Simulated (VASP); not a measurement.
# Te2Mo (P2_1/m) in VASP: a series of runs

Te2Mo is run at these levels: PBE; tasks: single point.

All numbers are computed with VASP 6.6.1; they aren't measurements. Logs are shortened: lines on timing, memory, paths and dates and some standing lists are left out, and cuts for length are marked.

## Step 1: The cell of the first run

The structure is monoclinic, space group P2_1/m (No. 11). The conventional cell has a = 6.454 Å, b = 3.537 Å, c = 14.132 Å, α = 90.00°, β = 93.92°, γ = 90.00°. Te (site symmetry m) has 3 Mo at 2.84 to 2.87 Å and 6 Te at 3.54 to 3.69 Å within 3.7 Å. Within 3.6 Å of Te (site symmetry m) lie 3 Mo at 2.75 Å and 2 Te at 3.54 Å. Within 3.8 Å of Te (site symmetry m) lie 3 Mo at 2.85 to 2.87 Å and 8 Te at 3.54 to 3.74 Å. Within 3.6 Å of Te (site symmetry m) lie 3 Mo at 2.75 to 2.76 Å and 2 Te at 3.54 Å. Within 3.6 Å of Mo (site symmetry m) lie 6 Te at 2.75 to 2.87 Å and 4 Mo at 2.95 to 3.54 Å. Within 3.6 Å of Mo (site symmetry m) lie 6 Te at 2.75 to 2.87 Å and 4 Mo at 2.96 to 3.54 Å.

## Step 2: Single point, PBE

File INCAR:

```
PREC     = Accurate       # precision mode
ENCUT    = 520            # plane-wave cutoff, eV
EDIFF    = 1E-6           # SCF threshold, eV
ISMEAR   = -1             # smearing method
SIGMA    = 0.05           # smearing width, eV
LREAL    = F              # projectors in reciprocal space
LASPH    = T              # aspherical terms in the spheres
NELM     = 80             # most SCF steps
ALGO     = Normal         # electronic algorithm
ISIF     = 2              # what is computed and relaxed
LWAVE    = F              # write WAVECAR
LCHARG   = F              # write CHGCAR
GGA      = PE             # functional
NBANDS   = 64             # bands
```

File KPOINTS:

```
Automatic mesh
0
Gamma
  4 8 2
```

File POSCAR:

```
Te2Mo
1.0
    6.4541491659      0.0000000000      0.0000000000
    0.0000000000      3.5370368810      0.0000000000
   -0.9653640253      0.0000000000     14.0988225237
Te Mo
8 4
Direct
    0.9437000000      0.7500000000      0.6045000000
    0.0563000000      0.2500000000      0.3955000000
    0.9030000000      0.2500000000      0.8514000000
    0.0970000000      0.7500000000      0.1486000000
    0.4112000000      0.7500000000      0.8955000000
    0.5888000000      0.2500000000      0.1045000000
    0.4432000000      0.2500000000      0.6484000000
    0.5568000000      0.7500000000      0.3516000000
    0.8167000000      0.7500000000      0.9926000000
    0.1833000000      0.2500000000      0.0074000000
    0.6819000000      0.2500000000      0.4934000000
    0.3181000000      0.7500000000      0.5066000000
```

Potentials or basis: VASP PAW PBE potentials, release 64 (Te, Mo_sv).

Command:

```
> cat potpaw_PBE.64/Te/POTCAR potpaw_PBE.64/Mo_sv/POTCAR > POTCAR
> mpirun -np 1 vasp_std > vasp.out
```

OUTCAR:

```text
PREC = Accurate
   ENCUT = 520
   EDIFF = 1E-6
   ISMEAR = -1
   LREAL = F
   LASPH = T
   NELM = 80
   ISIF = 2
   GGA = PE

 ion  position               nearest neighbor table
   1  0.944  0.750  0.605-  11 2.84  11 2.84  12 2.87   2 3.56   2 3.56
   2  0.056  0.250  0.395-  12 2.84  12 2.84  11 2.87   1 3.56   1 3.56
   3  0.903  0.250  0.851-   9 2.75   9 2.75  10 2.75
   4  0.097  0.750  0.149-  10 2.75  10 2.75   9 2.75
   5  0.411  0.750  0.895-  10 2.85  10 2.85   9 2.87   6 3.56   6 3.56
   6  0.589  0.250  0.105-   9 2.85   9 2.85  10 2.87   5 3.56   5 3.56
   7  0.443  0.250  0.648-  12 2.75  12 2.75  11 2.76
   8  0.557  0.750  0.352-  11 2.75  11 2.75  12 2.76
   9  0.817  0.750  0.993-   3 2.75   3 2.75   4 2.75   6 2.85   6 2.85   5 2.87  10 2.95  10 2.95

  10  0.183  0.250  0.007-   4 2.75   4 2.75   3 2.75   5 2.85   5 2.85   6 2.87   9 2.95   9 2.95

  11  0.682  0.250  0.493-   8 2.75   8 2.75   7 2.76   1 2.84   1 2.84   2 2.87  12 2.96  12 2.96

  12  0.318  0.750  0.507-   7 2.75   7 2.75   8 2.76   2 2.84   2 2.84   1 2.87  11 2.96  11 2.96

  LATTYP: Found a simple monoclinic cell.
 ALAT       =     6.4541491659
 B/A-ratio  =     0.5480252765
 C/A-ratio  =     2.1895734597
 COS(beta)  =    -0.0683113066

  Lattice vectors:

 A1 = (   6.4541491659,   0.0000000000,   0.0000000000)
 A2 = (   0.0000000000,   3.5370368810,   0.0000000000)
 A3 = (  -0.9653640253,   0.0000000000,  14.0988225237)

Analysis of symmetry for initial positions (statically):
=====================================================================
 Subroutine PRICEL returns:
 Original cell was already a primitive cell.

 Routine SETGRP: Setting up the symmetry group for a
 simple monoclinic supercell.

 Subroutine GETGRP returns: Found  4 space group operations
 (whereof  2 operations were pure point group operations)
 out of a pool of  4 trial point group operations.

The static configuration has the point symmetry S_2 .
 The point group associated with its full space group is C_2h.

Analysis of symmetry for dynamics (positions and initial velocities):
=====================================================================
 Subroutine PRICEL returns:
 Original cell was already a primitive cell.

 Routine SETGRP: Setting up the symmetry group for a
 simple monoclinic supercell.

 Subroutine GETGRP returns: Found  4 space group operations
 (whereof  2 operations were pure point group operations)
 out of a pool of  4 trial point group operations.

The dynamic configuration has the point symmetry S_2 .
 The point group associated with its full space group is C_2h.

 Subroutine INISYM returns: Found  4 space group operations
 (whereof  2 operations are pure point group operations),
 and found     1 'primitive' translations

----------------------------------------------------------------------------------------

                                     Primitive cell

  volume of cell :     321.8559

  direct lattice vectors                    reciprocal lattice vectors
     6.454149166  0.000000000  0.000000000     0.154939090  0.000000000  0.010608873
     0.000000000  3.537036881  0.000000000     0.000000000  0.282722526  0.000000000
    -0.965364025  0.000000000 14.098822524     0.000000000  0.000000000  0.070927909

  length of vectors
     6.454149166  3.537036881 14.131833719     0.155301867  0.282722526  0.070927909

  position of ions in fractional coordinates (direct lattice)
     0.943700000  0.750000000  0.604500000
     0.056300000  0.250000000  0.395500000
     0.903000000  0.250000000  0.851400000
     0.097000000  0.750000000  0.148600000
     0.411200000  0.750000000  0.895500000
     0.588800000  0.250000000  0.104500000
     0.443200000  0.250000000  0.648400000
     0.556800000  0.750000000  0.351600000
     0.816700000  0.750000000  0.992600000
     0.183300000  0.250000000  0.007400000
     0.681900000  0.250000000  0.493400000
     0.318100000  0.750000000  0.506600000

  ion indices of the primitive-cell ions
   primitive index   ion index
                 1           1
                 2           2
                 3           3
                 4           4
                 5           5
                 6           6
                 7           7
                 8           8
                 9           9
                10          10
                11          11
                12          12

----------------------------------------------------------------------------------------

 KPOINTS: Automatic mesh

Automatic generation of k-mesh.
 Grid dimensions read from file:
 generate k-points for:    4    8    2

 Generating k-lattice:

  Cartesian coordinates                     Fractional coordinates (reciprocal lattice)
     0.038734773  0.000000000  0.002652218     0.250000000  0.000000000  0.000000000
     0.000000000  0.035340316  0.000000000     0.000000000  0.125000000  0.000000000
     0.000000000  0.000000000  0.035463954     0.000000000  0.000000000  0.500000000

  Length of vectors
     0.038825467  0.035340316  0.035463954

  Shift w.r.t. Gamma in fractional coordinates (k-lattice)
     0.000000000  0.000000000  0.000000000

 Subroutine IBZKPT returns following result:
 ===========================================

 Found     30 irreducible k-points:

 Following reciprocal coordinates:
            Coordinates               Weight
  0.000000  0.000000  0.000000      1.000000
  0.250000  0.000000  0.000000      2.000000
  0.500000  0.000000  0.000000      1.000000
  0.000000  0.125000  0.000000      2.000000
  0.250000  0.125000  0.000000      4.000000
  0.500000  0.125000  0.000000      2.000000
[... 16 lines left out ...]
  0.250000  0.250000  0.500000      4.000000
  0.500000  0.250000  0.500000      2.000000
 [... further k-points ...]
   k-points           NKPTS =     30   k-points in BZ     NKDIM =     30   number of bands    NBANDS=     64
   number of dos      NEDOS =    301   number of ions     NIONS =     12
   total plane-waves  NPLWV = 145152
   dimension x,y,z NGX =    48 NGY =   28 NGZ =  108
   dimension x,y,z NGXF=    96 NGYF=   56 NGZF=  216
   ions per type =               8   4
   NGX,Y,Z   is equivalent  to a cutoff of  12.36, 13.16, 12.71 a.u.
   NGXF,Y,Z  is equivalent  to a cutoff of  24.73, 26.32, 25.41 a.u.
 SYSTEM =  unknown system
   PREC   = accura    normal or accurate (medium, high low for compatibility)
   ISTART =      0    job   : 0-new  1-cont  2-samecut
   ICHARG =      2    charge: 1-file 2-atom 10-const
   ISPIN  =      1    spin polarized calculation?
   LNONCOLLINEAR =      F non collinear calculations
   LSORBIT =      F    spin-orbit coupling
   LASPH  =      T    aspherical Exc in radial PAW
   ENCUT  =  520.0 eV  38.22 Ry    6.18 a.u.  12.00  6.58 26.28*2*pi/ulx,y,z
   NELM   =     80;   NELMIN=  2; NELMDL= -5     # of ELM steps
   EDIFF  = 0.1E-05   stopping-criterion for ELM
   LREAL  =      F    real-space projection
   EDIFFG = 0.1E-04   stopping-criterion for IOM
   NSW    =      0    number of steps for IOM
   IBRION =     -1    ionic relax: 0-MD 1-quasi-New 2-CG
   NFREE  =      0    steps in history (QN), initial steepest desc. (CG)
   ISIF   =      2    stress and relaxation
   ISYM   =      2    0-nonsym 1-usesym 2-fastsym
   POTIM  = 0.5000    time-step for ionic-motion
   TEBEG  =    0.0;   TEEND  =   0.0 temperature during run
   PSTRESS=    0.0 pullay stress
   NELECT =     104.0000    total number of electrons
   NUPDOWN=      -1.0000    fix difference up-down
   EMIN   =  10.00;   EMAX   =-10.00  energy-range for DOS
   EFERMI =   0.00;   METHOD = LEGACY
   ISMEAR =    -1;   SIGMA  =   0.05  broadening in eV -4-tet -1-fermi 0-gaus
   EFERMI_NEDOS =   21; number of points for ismear=-14 and -15
   IALGO  =     38    algorithm
   IMIX   =      4    mixing-type and parameters
     AMIX     =   0.40;   BMIX     =  1.00
     AMIX_MAG =   1.60;   BMIX_MAG =  1.00
  volume/ion in A,a.u.               =      26.82       181.00
  Fermi-wavevector in a.u.,A,eV,Ry     =   1.123394  2.122907 17.170747  1.262014
  Thomas-Fermi vector in A             =   2.260060
   LORBIT       =      0    0 simple, 1 ext, 2 COOP (PROOUT), +10 PAW based schemes
   GGA     = PE    functional components
   LHFCALC =     F    Hartree Fock is set to
   AEXX    =    0.0000 exact exchange contribution
   IVDW    =     0    specifies the selected vdW correction
   LEPSILON=     F    determine dielectric tensor
   LRPA    =     F    only Hartree local field effects (RPA)
 non-spin polarized calculation
  energy-cutoff  :      520.00
  volume of cell :      321.86
 maximum number of plane-waves:      8706
   NGX = 25   NGY = 13   NGZ = 53

 number of electron     104.0000004 magnetization

 Free energy of the ion-electron system (eV)
  ---------------------------------------------------
  ext. energy  EPLUGINS =         0.00000000
  ---------------------------------------------------
  free energy    TOTEN  =       -71.77699136 eV

  energy without entropy =      -71.74149916  energy(sigma->0) =      -71.75924526

 E-fermi :   7.4662     XC(G=0): -10.0899

 val. band max:        7.4416562770   @ k =   0.5000   0.0000   0.0000
 cond. band min:       7.4747930700   @ k =   0.0000   0.1250   0.0000
 fundamental gap:      0.0331367931
 Fermi energy:         7.4662015017

 k-point     1 :       0.0000    0.0000    0.0000
  band No.  band energies     occupation
      1     -53.6665      2.00000
      2     -53.6425      2.00000
      3     -53.6223      2.00000
      4     -53.5971      2.00000
      5     -27.8747      2.00000
      6     -27.8533      2.00000
[... 56 lines left out ...]
     63      10.2407      0.00000
     64      10.2887      0.00000

 k-point     2 :       0.2500    0.0000    0.0000
  band No.  band energies     occupation
      1     -53.6664      2.00000
      2     -53.6424      2.00000
      3     -53.6224      2.00000
      4     -53.5972      2.00000
      5     -27.8718      2.00000
      6     -27.8505      2.00000
[... 1530 lines left out ...]
     63       9.6390      0.00000
     64       9.7550      0.00000

 [... further k-points ...]

------------------------ aborting loop because EDIFF is reached ----------------------------------------

  FORCE on cell =-STRESS in cart. coord.  units (eV):
  Direction    XX          YY          ZZ          XY          YZ          ZX
  --------------------------------------------------------------------------------------
  -------------------------------------------------------------------------------------
  Total       -5.4566440     -5.3864622     -6.1423151      0.0000000      0.0000000      0.1812248
  in kB      -27.1628150    -26.8134545    -30.5760404      0.0000000      0.0000000      0.9021253
  external PRESSURE =     -28.1841033 kB  Pullay stress =       0.0000000 kB

 VOLUME and BASIS-vectors are now :
 -----------------------------------------------------------------------------
  energy-cutoff  :      520.00
  volume of cell :      321.86
      direct lattice vectors                 reciprocal lattice vectors
     6.454149166  0.000000000  0.000000000     0.154939090  0.000000000  0.010608873
     0.000000000  3.537036881  0.000000000     0.000000000  0.282722526  0.000000000
    -0.965364025  0.000000000 14.098822524     0.000000000  0.000000000  0.070927909

 POSITION                                       TOTAL-FORCE (eV/Angst)
 -----------------------------------------------------------------------------------
      5.50722      2.65278      8.52274         0.003620     -0.000000     -0.381770
     -0.01843      0.88426      5.57608        -0.003620     -0.000000      0.381770
      5.00619      0.88426     12.00374        -0.006198     -0.000000      0.655319
      0.48260      2.65278      2.09509         0.006198     -0.000000     -0.655319
      1.78946      2.65278     12.62550        -0.000921      0.000000      0.411243
      3.69932      0.88426      1.47333         0.000921     -0.000000     -0.411243
      2.23454      0.88426      9.14168         0.002249     -0.000000     -0.689342
      3.25425      2.65278      4.95715        -0.002249      0.000000      0.689342
      4.31288      2.65278     13.99449         0.263207     -0.000000     -0.032185
      1.17590      0.88426      0.10433        -0.263207     -0.000000      0.032185
      3.92477      0.88426      6.95636        -0.328704     -0.000000     -0.047515
      1.56401      2.65278      7.14246         0.328704     -0.000000      0.047515
 -----------------------------------------------------------------------------------
    total drift:                               -0.000000      0.000000     -0.000000

  FREE ENERGIE OF THE ION-ELECTRON SYSTEM (eV)
  ---------------------------------------------------
  free  energy   TOTEN  =       -71.7769913565 eV

  energy  without entropy=      -71.7414991559  energy(sigma->0) =      -71.75924526
```

It took 19 min on 1 thread of Intel Xeon Platinum 8259CL at 2.50GHz (Skylake/Cascade Lake), shared host; peak memory 0.66 GiB.

Results:

```yaml
Free_energy: -71.7770 eV
Pressure: -2.8 GPa
Largest_force: 0.689 eV/Å
Band_gap_on_the_k_mesh: zero (band 52 reaches 7.55 eV, above the bottom of band 53 at 7.44 eV)
```

Forces in eV/Å, atoms in the order of the input:
```
Te   0.004  0.000 -0.382
Te  -0.004  0.000  0.382
Te  -0.006  0.000  0.655
Te   0.006  0.000 -0.655
Te  -0.001  0.000  0.411
Te   0.001  0.000 -0.411
Te   0.002  0.000 -0.689
Te  -0.002  0.000  0.689
Mo   0.263  0.000 -0.032
Mo  -0.263  0.000  0.032
Mo  -0.329  0.000 -0.048
Mo   0.329  0.000  0.048
```

Caveat: spin-orbit coupling is left out, which moves the levels of the heavy elements; this functional lacks dispersion, which binds the layers, so the pressure and a relaxed spacing across them are unreliable.

## Step 3: Single point, PBE

File INCAR:

```
SYSTEM = Te2Mo
PREC = Accurate
ENCUT = 520
EDIFF = 1E-7
ISMEAR = -1
SIGMA = 0.05
LREAL = .FALSE.
LASPH = .TRUE.
NELM = 100
ALGO = Normal
ISIF = 2
LWAVE = .FALSE.
LCHARG = .TRUE.
GGA = PE
LELF = .TRUE.
LVHAR = .TRUE.
NBANDS = 64
```

File KPOINTS:

```
Automatic mesh
0
G
  4 8 2
  0 0 0
```

POSCAR is that of step 2.

Potentials or basis: VASP PAW PBE potentials, release 64 (Te, Mo_sv).

Command:

```
> cat potpaw_PBE.64/Te/POTCAR potpaw_PBE.64/Mo_sv/POTCAR > POTCAR
> mpirun -np 1 vasp_std > vasp.out
```

OUTCAR:

```text
SYSTEM = Te2Mo
   PREC = Accurate
   ENCUT = 520
   EDIFF = 1E-7
   ISMEAR = -1
   LREAL = .FALSE.
   LASPH = .TRUE.
   NELM = 100
   ISIF = 2
   GGA = PE

 ion  position               nearest neighbor table
   1  0.944  0.750  0.605-  11 2.84  11 2.84  12 2.87   2 3.56   2 3.56
   2  0.056  0.250  0.395-  12 2.84  12 2.84  11 2.87   1 3.56   1 3.56
   3  0.903  0.250  0.851-   9 2.75   9 2.75  10 2.75
   4  0.097  0.750  0.149-  10 2.75  10 2.75   9 2.75
   5  0.411  0.750  0.895-  10 2.85  10 2.85   9 2.87   6 3.56   6 3.56
   6  0.589  0.250  0.105-   9 2.85   9 2.85  10 2.87   5 3.56   5 3.56
[... 1846 lines left out ...]
  energy-cutoff  :      520.00
  volume of cell :      321.86
      direct lattice vectors                 reciprocal lattice vectors
     6.454149166  0.000000000  0.000000000     0.154939090  0.000000000  0.010608873
     0.000000000  3.537036881  0.000000000     0.000000000  0.282722526  0.000000000
    -0.965364025  0.000000000 14.098822524     0.000000000  0.000000000  0.070927909

 POSITION                                       TOTAL-FORCE (eV/Angst)
 -----------------------------------------------------------------------------------
      5.50722      2.65278      8.52274         0.003670      0.000000     -0.382122
     -0.01843      0.88426      5.57608        -0.003670      0.000000      0.382122
      5.00619      0.88426     12.00374        -0.006146      0.000000      0.655883
      0.48260      2.65278      2.09509         0.006146     -0.000000     -0.655883
      1.78946      2.65278     12.62550        -0.000851      0.000000      0.411789
      3.69932      0.88426      1.47333         0.000851      0.000000     -0.411789
      2.23454      0.88426      9.14168         0.002204      0.000000     -0.689598
      3.25425      2.65278      4.95715        -0.002204     -0.000000      0.689598
      4.31288      2.65278     13.99449         0.263256      0.000000     -0.032081
      1.17590      0.88426      0.10433        -0.263256      0.000000      0.032081
      3.92477      0.88426      6.95636        -0.328472      0.000000     -0.047487
      1.56401      2.65278      7.14246         0.328472      0.000000      0.047487
 -----------------------------------------------------------------------------------
    total drift:                               -0.000000      0.000000     -0.000000

  FREE ENERGIE OF THE ION-ELECTRON SYSTEM (eV)
  ---------------------------------------------------
  free  energy   TOTEN  =       -71.7769890559 eV

  energy  without entropy=      -71.7414876390  energy(sigma->0) =      -71.75923835
```

stdout:

```text
POSCAR found type information on POSCAR TeMo
 POSCAR found :  2 types and      12 ions
 scaLAPACK will be used
 LDA part: xc-table for (Slater+PW92), standard interpolation
 POSCAR, INCAR and KPOINTS ok, starting setup
 FFT: planning ... GRIDC
 FFT: planning ... GRID_SOFT
 FFT: planning ... GRID
 WAVECAR not read
 entering main loop
```

Run time: 16 min. Hardware: 1 thread of AMD EPYC 7R13, shared host; peak memory 0.67 GiB.

Results:

```
Free energy            : -71.7770 eV
Pressure               : -2.8 GPa
Largest force          : 0.690 eV/Å
Band gap on the k mesh : zero (band 52 reaches 7.55 eV, above the bottom of band 53 at 7.44 eV)
```

Forces in eV/Å, atoms in the order of the input:
```
Te   0.004  0.000 -0.382
Te  -0.004  0.000  0.382
Te  -0.006  0.000  0.656
Te   0.006  0.000 -0.656
Te  -0.001  0.000  0.412
Te   0.001  0.000 -0.412
Te   0.002  0.000 -0.690
Te  -0.002  0.000  0.690
Mo   0.263  0.000 -0.032
Mo  -0.263  0.000  0.032
Mo  -0.328  0.000 -0.047
Mo   0.328  0.000  0.047
```

Stress tensor (GPa, compression positive):
```
-2.69  0.00  0.09
 0.00 -2.66  0.00
 0.09  0.00 -3.03
```

Caveat: spin-orbit coupling is left out, which moves the levels of the heavy elements; this functional lacks dispersion, which binds the layers, so the pressure and a relaxed spacing across them are unreliable.
